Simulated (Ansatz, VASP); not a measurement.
# One calculation of CoSi2, two programs

File INCAR:

```
SYSTEM = CoSi2
PREC     = Accurate       ! precision mode
ENCUT    = 520            ! plane-wave cutoff, eV
EDIFF    = 1E-6           ! SCF threshold, eV
ISMEAR   = 0              ! smearing method
SIGMA    = 0.15           ! smearing width, eV
LREAL    = .False.        ! projectors in reciprocal space
LASPH    = .True.         ! aspherical terms in the spheres
NELM     = 80             ! most SCF steps
ALGO     = Normal         ! electronic algorithm
ISIF     = 2              ! what is computed and relaxed
LWAVE    = .False.        ! write WAVECAR
LCHARG   = .False.        ! write CHGCAR
GGA      = PE             ! functional
NBANDS   = 16             ! bands
```

KPOINTS

```
regular mesh
0
Gamma
  12 12 12
  0 0 0
```

The input POSCAR:

```
CoSi2
1.0
    0.0000000000      2.6801763726      2.6801763726
    2.6801763726      0.0000000000      2.6801763726
    2.6801763726      2.6801763726      0.0000000000
Co Si
1 2
Direct
   -0.0156115344      0.0156115344     -0.0156115344
    0.2969745205      0.2030254795      0.2357845176
    0.7357845176      0.7642154824      0.7969745205
```

Input for Ansatz:

```yaml
crystal:
  lattice:
    - [0.0, 2.6801763726, 2.6801763726]
    - [2.6801763726, 0.0, 2.6801763726]
    - [2.6801763726, 2.6801763726, 0.0]
  atoms:
    - { symbol: Co, position: [-0.0156115344, 0.0156115344, -0.0156115344] }
    - { symbol: Si, position: [0.2969745205, 0.2030254795, 0.2357845176] }
    - { symbol: Si, position: [0.7357845176, 0.7642154824, 0.7969745205] }
basis:
  ecutwfc: 520.0
kpoints:
  mp_grid: { grid: [12, 12, 12] }
hamiltonian:
  xc: pbe
  pseudopotentials: { kind: paw, azcp: { folder: soft_1 } }
scf:
  occupations: { method: gaussian, width: 0.15 }
output:
  forces: true
  stress: true
  eigenvalues: true
```

Change from the starting cell: mode 4 frozen in at -0.164 Å and mode 8 at -0.088 Å (largest displacements).

Alike in both runs: task single point; functional PBE; k mesh 12 × 12 × 12; occupations gaussian, width 0.15 eV; no spin polarisation.

```csv
,VASP,Ansatz
version,VASP 6.6.1,Ansatz 0.2.0
potentials or method,"VASP PAW PBE potentials, release 64 (Co, Si), cutoff 520 eV","scalar-relativistic, plane waves, PAW"
valence electrons in the cell,17,25
```

VASP gave:

```
gap on the k mesh at the Fermi level (eV)                     : none
pressure (GPa)                                                : 6.7
traceless stress, the component that is largest in VASP (GPa) : 12.50
rms of the force components (eV/Å)                            : 1.486
```

What did Ansatz give for the same quantities?

gap on the k mesh at the Fermi level (eV): none; pressure (GPa): 6.9; traceless stress, the component that is largest in VASP (GPa): 12.48; rms of the force components (eV/Å): 1.480.

Atom by atom the forces differ by 0.011 eV/Å (rms over components). A gap of «none» marks a metal or a gap that the smearing closes. With one functional, cell and mesh, what is left measures potentials, basis and numerics. VASP's potentials hold 17 valence electrons a cell and Ansatz's 25, so a difference there can come from the potentials and not from the codes.
